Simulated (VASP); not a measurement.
# CdPd (P4/mmm) in VASP: further runs

Runs on CdPd. Level: LDA. Tasks: single point, relaxation of cell and atoms.

Program: VASP 6.6.1. These are calculated values, not measurements. Logs are shortened: lines on timing, memory, paths and dates and some standing lists are left out, and cuts for length are marked.

**1. The cell of the first run**

It takes space group P4/mmm (No. 123, tetragonal). Conventional cell: a = 2.963 Å, b = 2.963 Å, c = 3.624 Å, α = 90.00°, β = 90.00°, γ = 90.00°. Cd (site symmetry 4/mmm) has 8 Pd at 2.77 Å and 6 Cd at 2.96 to 3.62 Å within 3.7 Å. Pd (site symmetry 4/mmm) has 8 Cd at 2.77 Å and 6 Pd at 2.96 to 3.62 Å within 3.7 Å.

**2. Single point, LDA**

Contents of INCAR:

```
SYSTEM = CdPd
  ALGO = Normal
  EDIFF = 1E-7
  ENCUT = 520
  GGA = CA
  ISIF = 2
  ISMEAR = 0
  LASPH = .True.
  LCHARG = .True.
  LELF = .True.
  LREAL = .False.
  LVHAR = .True.
  LWAVE = .False.
  NBANDS = 18
  NELM = 100
  PREC = Accurate
  SIGMA = 0.1
```

Contents of KPOINTS:

```
k-points
0
Gamma
  14 14 12
  0 0 0
```

Contents of POSCAR:

```
CdPd
1.0
    2.9631204038      0.0000000000      0.0000000000
    0.0000000000      2.9631204038      0.0000000000
    0.0000000000      0.0000000000      3.6238617754
Cd Pd
1 1
Direct
    0.0000000000      0.0000000000      0.0000000000
    0.5000000000      0.5000000000      0.5000000000
```

Potentials or basis: VASP PAW LDA potentials, release 64 (Cd, Pd).

The run is started by

```
$ cat potpaw_LDA.64/Cd/POTCAR potpaw_LDA.64/Pd/POTCAR > POTCAR
$ mpirun -np 1 vasp_std > vasp.out
```

OUTCAR:

```text
SYSTEM = CdPd
   EDIFF = 1E-7
   ENCUT = 520
   GGA = CA
   ISIF = 2
   ISMEAR = 0
   LASPH = .True.
   LREAL = .False.
   NELM = 100
   PREC = Accurate

 ion  position               nearest neighbor table
   1  0.000  0.000  0.000-   2 2.77   2 2.77   2 2.77   2 2.77   2 2.77   2 2.77   2 2.77   2 2.77

   2  0.500  0.500  0.500-   1 2.77   1 2.77   1 2.77   1 2.77   1 2.77   1 2.77   1 2.77   1 2.77

  LATTYP: Found a simple tetragonal cell.
 ALAT       =     2.9631204038
 C/A-ratio  =     1.2229883641

  Lattice vectors:

 A1 = (   2.9631204038,   0.0000000000,   0.0000000000)
 A2 = (   0.0000000000,   2.9631204038,   0.0000000000)
 A3 = (   0.0000000000,   0.0000000000,   3.6238617754)

Analysis of symmetry for initial positions (statically):
=====================================================================
 Subroutine PRICEL returns:
 Original cell was already a primitive cell.

 Routine SETGRP: Setting up the symmetry group for a
 simple tetragonal supercell.

 Subroutine GETGRP returns: Found 16 space group operations
 (whereof 16 operations were pure point group operations)
 out of a pool of 16 trial point group operations.

The static configuration has the point symmetry D_4h.

Analysis of symmetry for dynamics (positions and initial velocities):
=====================================================================
 Subroutine PRICEL returns:
 Original cell was already a primitive cell.

 Routine SETGRP: Setting up the symmetry group for a
 simple tetragonal supercell.

 Subroutine GETGRP returns: Found 16 space group operations
 (whereof 16 operations were pure point group operations)
 out of a pool of 16 trial point group operations.

The dynamic configuration has the point symmetry D_4h.

 Subroutine INISYM returns: Found 16 space group operations
 (whereof 16 operations are pure point group operations),
 and found     1 'primitive' translations

----------------------------------------------------------------------------------------

                                     Primitive cell

  volume of cell :      31.8178

  direct lattice vectors                    reciprocal lattice vectors
     2.963120404  0.000000000  0.000000000     0.337482067  0.000000000  0.000000000
     0.000000000  2.963120404  0.000000000     0.000000000  0.337482067  0.000000000
     0.000000000  0.000000000  3.623861775     0.000000000  0.000000000  0.275948715

  length of vectors
     2.963120404  2.963120404  3.623861775     0.337482067  0.337482067  0.275948715

  position of ions in fractional coordinates (direct lattice)
     0.000000000  0.000000000  0.000000000
     0.500000000  0.500000000  0.500000000

  ion indices of the primitive-cell ions
   primitive index   ion index
                 1           1
                 2           2

----------------------------------------------------------------------------------------

 KPOINTS: k-points

Automatic generation of k-mesh.
 Grid dimensions read from file:
 generate k-points for:   14   14   12

 Generating k-lattice:

  Cartesian coordinates                     Fractional coordinates (reciprocal lattice)
     0.024105862  0.000000000  0.000000000     0.071428571  0.000000000  0.000000000
     0.000000000  0.024105862  0.000000000     0.000000000  0.071428571  0.000000000
     0.000000000  0.000000000  0.022995726     0.000000000  0.000000000  0.083333333

  Length of vectors
     0.024105862  0.024105862  0.022995726

  Shift w.r.t. Gamma in fractional coordinates (k-lattice)
     0.000000000  0.000000000  0.000000000

 Subroutine IBZKPT returns following result:
 ===========================================

 Found    252 irreducible k-points:

 Following reciprocal coordinates:
            Coordinates               Weight
  0.000000  0.000000  0.000000      1.000000
  0.071429  0.000000  0.000000      4.000000
  0.142857  0.000000  0.000000      4.000000
  0.214286  0.000000  0.000000      4.000000
  0.285714  0.000000  0.000000      4.000000
  0.357143  0.000000  0.000000      4.000000
[... 16 lines left out ...]
  0.285714  0.214286  0.000000      8.000000
  0.357143  0.214286  0.000000      8.000000
 [... further k-points ...]
   k-points           NKPTS =    252   k-points in BZ     NKDIM =    252   number of bands    NBANDS=     18
   number of dos      NEDOS =    301   number of ions     NIONS =      2
   total plane-waves  NPLWV =  16128
   dimension x,y,z NGX =    24 NGY =   24 NGZ =   28
   dimension x,y,z NGXF=    48 NGYF=   48 NGZF=   56
   ions per type =               1   1
   NGX,Y,Z   is equivalent  to a cutoff of  13.47, 13.47, 12.85 a.u.
   NGXF,Y,Z  is equivalent  to a cutoff of  26.93, 26.93, 25.69 a.u.
 SYSTEM =  CdPd
   PREC   = accura    normal or accurate (medium, high low for compatibility)
   ISTART =      0    job   : 0-new  1-cont  2-samecut
   ICHARG =      2    charge: 1-file 2-atom 10-const
   ISPIN  =      1    spin polarized calculation?
   LNONCOLLINEAR =      F non collinear calculations
   LSORBIT =      F    spin-orbit coupling
   LASPH  =      T    aspherical Exc in radial PAW
   ENCUT  =  520.0 eV  38.22 Ry    6.18 a.u.   5.51  5.51  6.74*2*pi/ulx,y,z
   NELM   =    100;   NELMIN=  2; NELMDL= -5     # of ELM steps
   EDIFF  = 0.1E-06   stopping-criterion for ELM
   LREAL  =      F    real-space projection
   EDIFFG = 0.1E-05   stopping-criterion for IOM
   NSW    =      0    number of steps for IOM
   IBRION =     -1    ionic relax: 0-MD 1-quasi-New 2-CG
   NFREE  =      0    steps in history (QN), initial steepest desc. (CG)
   ISIF   =      2    stress and relaxation
   ISYM   =      2    0-nonsym 1-usesym 2-fastsym
   POTIM  = 0.5000    time-step for ionic-motion
   TEBEG  =    0.0;   TEEND  =   0.0 temperature during run
   PSTRESS=    0.0 pullay stress
   NELECT =      22.0000    total number of electrons
   NUPDOWN=      -1.0000    fix difference up-down
   EMIN   =  10.00;   EMAX   =-10.00  energy-range for DOS
   EFERMI =   0.00;   METHOD = LEGACY
   ISMEAR =     0;   SIGMA  =   0.10  broadening in eV -4-tet -1-fermi 0-gaus
   EFERMI_NEDOS =   21; number of points for ismear=-14 and -15
   IALGO  =     38    algorithm
   IMIX   =      4    mixing-type and parameters
     AMIX     =   0.40;   BMIX     =  1.00
     AMIX_MAG =   1.60;   BMIX_MAG =  1.00
  volume/ion in A,a.u.               =      15.91       107.36
  Fermi-wavevector in a.u.,A,eV,Ry     =   1.447635  2.735633 28.512998  2.095646
  Thomas-Fermi vector in A             =   2.565567
   LORBIT       =      0    0 simple, 1 ext, 2 COOP (PROOUT), +10 PAW based schemes
   GGA     = CA    functional components
   LHFCALC =     F    Hartree Fock is set to
   AEXX    =    0.0000 exact exchange contribution
   IVDW    =     0    specifies the selected vdW correction
   LEPSILON=     F    determine dielectric tensor
   LRPA    =     F    only Hartree local field effects (RPA)
 non-spin polarized calculation
 Gauss-broadening in eV      SIGMA  =   0.10
  energy-cutoff  :      520.00
  volume of cell :       31.82
 maximum number of plane-waves:       878
 NGX is ok and might be reduce to    24
   NGX = 11   NGY = 11   NGZ = 13

 number of electron      22.0000009 magnetization

 Free energy of the ion-electron system (eV)
  ---------------------------------------------------
  ext. energy  EPLUGINS =         0.00000000
  ---------------------------------------------------
  free energy    TOTEN  =        -8.86845513 eV

  energy without entropy =       -8.86671820  energy(sigma->0) =       -8.86758666

 E-fermi :   6.7719     XC(G=0): -13.0567

 val. band max:        6.7462916605   @ k =   0.2143   0.0000   0.3333
 cond. band min:       6.7958903988   @ k =   0.2857   0.1429   0.4167
 fundamental gap:      0.0495987383
 Fermi energy:         6.7718803373

 k-point     1 :       0.0000    0.0000    0.0000
  band No.  band energies     occupation
      1      -2.8901      2.00000
      2      -2.7477      2.00000
      3      -2.2402      2.00000
      4      -1.6998      2.00000
      5      -1.6998      2.00000
      6      -1.3919      2.00000
[... 10 lines left out ...]
     17      22.4619      0.00000
     18      23.2121      0.00000

 k-point     2 :       0.0714    0.0000    0.0000
  band No.  band energies     occupation
      1      -2.8568      2.00000
      2      -2.6918      2.00000
      3      -2.1594      2.00000
      4      -1.7240      2.00000
      5      -1.6900      2.00000
      6      -1.4135      2.00000
[... 10 lines left out ...]
     17      23.1936      0.00000
     18      23.2697      0.00000

 k-point     3 :       0.1429    0.0000    0.0000
  band No.  band energies     occupation
      1      -2.7869      2.00000
      2      -2.5333      2.00000
      3      -1.8921      2.00000
      4      -1.7912      2.00000
      5      -1.6624      2.00000
      6      -1.4735      2.00000
[... 10 lines left out ...]
     17      23.3194      0.00000
     18      24.4232      0.00000

 k-point     4 :       0.2143    0.0000    0.0000
  band No.  band energies     occupation
      1      -2.7039      2.00000
      2      -2.3280      2.00000
      3      -1.8865      2.00000
      4      -1.6219      2.00000
      5      -1.5588      2.00000
      6      -1.4012      2.00000
[... 375 lines left out ...]
      4      -1.9621      2.00000
      5      -1.7929      2.00000
      6      -0.3948      2.00000
[... 10 lines left out ...]
     17      22.6669      0.00000
     18      23.5884      0.00000

 k-point    23 :       0.2857    0.2143    0.0000
  band No.  band energies     occupation
      1      -2.2283      2.00000
      2      -2.0824      2.00000
      3      -2.0822      2.00000
      4      -2.0146      2.00000
      5      -1.8494      2.00000
      6       0.2678      2.00000
[... 10 lines left out ...]
     17      21.5678      0.00000
     18      22.1580      0.00000

 k-point    24 :       0.3571    0.2143    0.0000
  band No.  band energies     occupation
      1      -2.2644      2.00000
      2      -2.1798      2.00000
      3      -2.1139      2.00000
      4      -1.8859      2.00000
      5      -1.8280      2.00000
      6       1.0704      2.00000
[... 10 lines left out ...]
     17      20.3358      0.00000
     18      20.6337      0.00000

 [... further k-points ...]

------------------------ aborting loop because EDIFF is reached ----------------------------------------

  FORCE on cell =-STRESS in cart. coord.  units (eV):
  Direction    XX          YY          ZZ          XY          YZ          ZX
  --------------------------------------------------------------------------------------
  -------------------------------------------------------------------------------------
  Total        0.2994887      0.2994887      0.3351164      0.0000000     -0.0000000     -0.0000000
  in kB       15.0806764     15.0806764     16.8746978      0.0000000     -0.0000000     -0.0000000
  external PRESSURE =      15.6786836 kB  Pullay stress =       0.0000000 kB

 VOLUME and BASIS-vectors are now :
 -----------------------------------------------------------------------------
  energy-cutoff  :      520.00
  volume of cell :       31.82
      direct lattice vectors                 reciprocal lattice vectors
     2.963120404  0.000000000  0.000000000     0.337482067  0.000000000  0.000000000
     0.000000000  2.963120404  0.000000000     0.000000000  0.337482067  0.000000000
     0.000000000  0.000000000  3.623861775     0.000000000  0.000000000  0.275948715

 POSITION                                       TOTAL-FORCE (eV/Angst)
 -----------------------------------------------------------------------------------
      0.00000      0.00000      0.00000         0.000000      0.000000      0.000000
      1.48156      1.48156      1.81193         0.000000      0.000000      0.000000
 -----------------------------------------------------------------------------------
    total drift:                                0.000000      0.000000     -0.000000

  FREE ENERGIE OF THE ION-ELECTRON SYSTEM (eV)
  ---------------------------------------------------
  free  energy   TOTEN  =        -8.8684551253 eV

  energy  without entropy=       -8.8667181954  energy(sigma->0) =       -8.86758666
```

Wall time 35 s (1 thread of Intel Xeon Platinum 8559C (Emerald Rapids), shared host); peak memory 0.25 GiB.

What came out:

```yaml
Free_energy: -8.8685 eV
Pressure: 1.6 GPa
Band_gap_on_the_k_mesh: zero (band 11 reaches 10.91 eV, above the bottom of band 12 at 5.09 eV)
```

Stress tensor (GPa, compression positive):
```
1.51 0.00 0.00
0.00 1.51 0.00
0.00 0.00 1.69
```

**3. Relaxation of cell and atoms, LDA**

This run uses another cell than the first one, of 17.46 Å³/atom, 1.097 times its volume.

Contents of INCAR:

```
PREC = Accurate
ENCUT = 600
EDIFF = 1E-6
ISMEAR = 0
SIGMA = 0.1
LREAL = F
LASPH = T
NELM = 100
ALGO = Normal
ISIF = 3
LWAVE = F
LCHARG = F
GGA = CA
IBRION = 2
NSW = 70
EDIFFG = -0.005
```

Contents of KPOINTS:

```
Automatic mesh
0
Gamma
  14 14 12
```

Contents of POSCAR:

```
CdPd
1.0
    3.0625896470      0.0000000000      0.0000000000
    0.0000000000      3.0625896470      0.0000000000
    0.0000000000      0.0000000000      3.7227029832
Cd Pd
1 1
Direct
    0.0000000000      0.0000000000      0.0000000000
    0.5000000000      0.5000000000      0.5000000000
```

Potentials or basis: VASP PAW LDA potentials, release 64 (Cd, Pd).

The run is started by

```
$ cat potpaw_LDA.64/Cd/POTCAR potpaw_LDA.64/Pd/POTCAR > POTCAR
$ mpirun -np 1 vasp_std > vasp.out
```

Run time: 3.9 min. Hardware: 1 thread of Intel Xeon Platinum 8559C (Emerald Rapids), shared host; peak memory 0.3 GiB.

It converged, with:

```yaml
Free_energy: -8.8716 eV
Relaxed_volume: 16.06 Å³/atom
Relaxed_cell: a = 2.969 Å, b = 2.969 Å, c = 3.643 Å, α = 90.00°, β = 90.00°, γ = 90.00°
Space_group_after_relaxing_to_0.05_Å: P4/mmm (No. 123)
Energy_gained_by_relaxing: 49.6 meV/atom
Ionic_steps: 14
Pressure_after_relaxing: 0.0 GPa
Band_gap_on_the_k_mesh: zero (band 11 reaches 10.74 eV, above the bottom of band 12 at 4.98 eV)
```

The path:
```
step  energy change (eV)  largest force (eV/Å)  pressure (GPa)  volume (Å³)
   1              0.0000                0.0000          -10.39        34.92
   2              0.0259                0.0000           16.75        29.50
   3             -0.0990                0.0000           -0.20        32.17
   4             -0.0990                0.0000            0.04        32.11
   5             -0.0991                0.0000            0.05        32.11
   6             -0.0993                0.0000            0.03        32.11
   7             -0.0990                0.0000            0.06        32.10
   8             -0.0993                0.0000            0.08        32.11
   9             -0.0993                0.0000            0.04        32.11
  10             -0.0993                0.0000            0.05        32.11
  11             -0.0993                0.0000            0.05        32.11
  12             -0.0993                0.0000            0.05        32.11
  13             -0.0993                0.0000           -0.14        32.15
  14             -0.0993                0.0000            0.00        32.12
```

Final structure:
```yaml
crystal:
  lattice:
    - [2.96928, 0.00000, 0.00000]
    - [0.00000, 2.96928, 0.00000]
    - [0.00000, 0.00000, 3.64313]
  atoms:
    - { symbol: Cd, position: [0.00000, 0.00000, 0.00000] }
    - { symbol: Pd, position: [0.50000, 0.50000, 0.50000] }
```

Levels at points of the mesh, in eV from the Fermi level:
```tsv
k point	band 7	band 8	band 9	band 10	band 11	band 12	band 13	band 14	band 15
(0.00, 0.00, 0.00)	-3.76	-3.30	-1.77	-1.77	-1.45	2.73	8.51	8.51	9.18
(0.50, 0.00, 0.00)	-3.68	-3.66	-3.44	-2.54	-2.01	0.34	10.16	10.22	10.51
(0.50, 0.50, 0.00)	-2.24	-2.24	-2.22	-0.80	-0.04	-0.04	5.14	5.81	10.37
(0.00, 0.00, 0.50)	-5.66	-4.04	-2.47	-2.47	-1.93	-1.55	13.29	13.29	14.11
(0.50, 0.00, 0.50)	-3.38	-2.02	-1.79	-1.55	-1.52	-0.85	3.34	3.94	14.36
(0.50, 0.50, 0.50)	-4.29	-4.29	-1.73	-0.79	4.02	5.74	5.74	5.75	5.75
```

LDA usually gives volumes a few per cent too small. Zero-point motion and thermal expansion aren't in these numbers.

**4. Single point, LDA**

Contents of INCAR:

```
SYSTEM = CdPd
PREC = Accurate
ENCUT = 540
EDIFF = 1E-6
ISMEAR = 0
SIGMA = 0.1
LREAL = .False.
LASPH = .True.
NELM = 120
ALGO = Normal
ISIF = 2
LWAVE = .False.
LCHARG = .False.
GGA = CA
NBANDS = 26
GGA_COMPAT = .False.
```

Contents of KPOINTS:

```
regular mesh
0
Gamma
  14 14 12
  0 0 0
```

Contents of POSCAR:

```
CdPd
1.0
    2.9631204038      0.0000000000      0.0000000000
    0.0000000000      2.9631204038      0.0000000000
    0.0000000000      0.0000000000      3.6238617754
Cd Pd
1 1
Direct
    0.0000000000      0.0000000000      0.0000000000
    0.5000000000      0.5000000000      0.5000000000
```

Potentials or basis: VASP PAW LDA potentials, release 64 (Cd_sv_GW, Pd_sv_GW).

The run is started by

```
$ cat potpaw_LDA.64/Cd_sv_GW/POTCAR potpaw_LDA.64/Pd_sv_GW/POTCAR > POTCAR
$ mpirun -np 1 vasp_std > vasp.out
```

Wall time 3 min (1 thread of AMD EPYC 7R43 (Zen 3), shared host); peak memory 0.36 GiB.

The run converged. Its results:

| Property | Result |
| --- | --- |
| Free energy | -7.4562 eV |
| Pressure | -2.2 GPa |
| Band gap on the k mesh | zero (band 19 reaches 12.59 eV, above the bottom of band 20 at 6.74 eV) |

Levels at points of the mesh, in eV from the Fermi level:
```csv
k point,band 15,band 16,band 17,band 18,band 19,band 20,band 21,band 22,band 23,band 24
"(0.00, 0.00, 0.00)",-3.81,-3.34,-1.80,-1.80,-1.49,2.75,8.40,8.40,9.33,15.38
"(0.50, 0.00, 0.00)",-3.74,-3.74,-3.46,-2.61,-2.07,0.32,10.25,10.33,10.60,11.74
"(0.50, 0.50, 0.00)",-2.26,-2.26,-2.26,-0.83,-0.08,-0.08,5.19,5.85,10.45,11.22
"(0.00, 0.00, 0.50)",-5.67,-4.12,-2.54,-2.54,-1.95,-1.60,13.24,13.24,14.12,14.18
"(0.50, 0.00, 0.50)",-3.43,-2.06,-1.82,-1.57,-1.54,-0.89,3.40,3.98,13.83,14.28
"(0.50, 0.50, 0.50)",-4.36,-4.36,-1.77,-0.82,4.06,5.77,5.77,5.77,5.77,6.37
```

**5. Overview**

| task | potentials or basis | cell | cutoff (eV) | second run | gap on the mesh (eV) | pressure (GPa) |
| --- | --- | --- | --- | --- | --- | --- |
| single point | VASP PAW LDA potentials, release 64 (Cd, Pd) | a = 2.963, b = 2.963, c = 3.624 Å, 2 atoms | 520 | - | none | 1.6 |
| relaxation of cell and atoms | VASP PAW LDA potentials, release 64 (Cd, Pd) | relaxed from a = 3.063, b = 3.063, c = 3.723 Å, 2 atoms | 600 | - | none | 0.0 |
| single point | VASP PAW LDA potentials, release 64 (Cd_sv_GW, Pd_sv_GW) | a = 2.963, b = 2.963, c = 3.624 Å, 2 atoms | 540 | valence_matched | none | -2.2 |

Alike in all rows: level LDA; no spin polarisation; k mesh 14 × 14 × 12; smearing gaussian 0.1 eV.

Total energies depend on the potentials used, so only differences within one code and one set of settings carry meaning.
